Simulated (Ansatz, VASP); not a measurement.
One calculation of Fe, two programs

The input INCAR:

```
ALGO = Normal
EDIFF = 1E-6
ENCUT = 520
ISIF = 2
ISMEAR = 0
LASPH = True
LCHARG = False
LMAXMIX = 4
LNONCOLLINEAR = True
LORBIT = 11
LREAL = False
LWAVE = False
MAGMOM = -1.469 2.08 0.123
NBANDS = 19
NELM = 150
PREC = Accurate
SIGMA = 0.15
```

KPOINTS

```
k-points
0
Gamma
  10 10 10
```

The input POSCAR:

```
Fe
1.0
   -1.4135427549      1.4135427549      1.4135427549
    1.4135427549     -1.4135427549      1.4135427549
    1.4135427549      1.4135427549     -1.4135427549
Fe
1
Direct
    0.0000000000      0.0000000000      0.0000000000
```

Contents of input.yaml:

```yaml
crystal:
  lattice:
    - [-1.4135427549, 1.4135427549, 1.4135427549]
    - [1.4135427549, -1.4135427549, 1.4135427549]
    - [1.4135427549, 1.4135427549, -1.4135427549]
  atoms:
    - { symbol: Fe, position: [0.0, 0.0, 0.0], spin: 2.549, spin_axis: [-0.576212, 0.815875, 0.048246] }
kpoints:
  mp_grid: { grid: [10, 10, 10] }
scf:
  occupations: { method: gaussian, width: 0.15 }
hamiltonian:
  xc: lda
  pseudopotentials: { kind: all_electron, lapw: { basis_error: 0.001 } }
magnetization:
  noncollinear: true
output:
  forces: true
  stress: true
  eigenvalues: true
```

Change from the starting cell: volume scaled by 0.94.

Alike in both runs: task single point; functional LDA; k mesh 10 × 10 × 10; occupations gaussian, width 0.15 eV; non-collinear spin.

|  | VASP | Ansatz |
| --- | --- | --- |
| version | VASP 6.6.1 | Ansatz 0.2.0 |
| potentials or method | VASP PAW LDA potentials, release 64 (Fe), cutoff 520 eV | all-electron LAPW, scalar-relativistic |

```tsv
	VASP	Ansatz	Ansatz less VASP
gap on the k mesh at the Fermi level (eV)	none	none	-
pressure (GPa)	-17.4	-17.2	+0.19
net moment per atom (μB)	2.11	2.12	+0.011
size of the moment on the site where the two differ most (μB)	2.09	2.10	+0.012
```

LDA's correlation is that of Perdew and Zunger in VASP and of Perdew and Wang (1992) in Ansatz. Site moments also hang on the region over which each program counts them. A gap of «none» marks a metal or a gap that the smearing closes. Ansatz ran all-electron here, and VASP with PAW potentials.

Noted on Ansatz's run: the k mesh is thin for a metal, which can move the energy by tens of meV per atom; the magnetic state may not be the lowest.
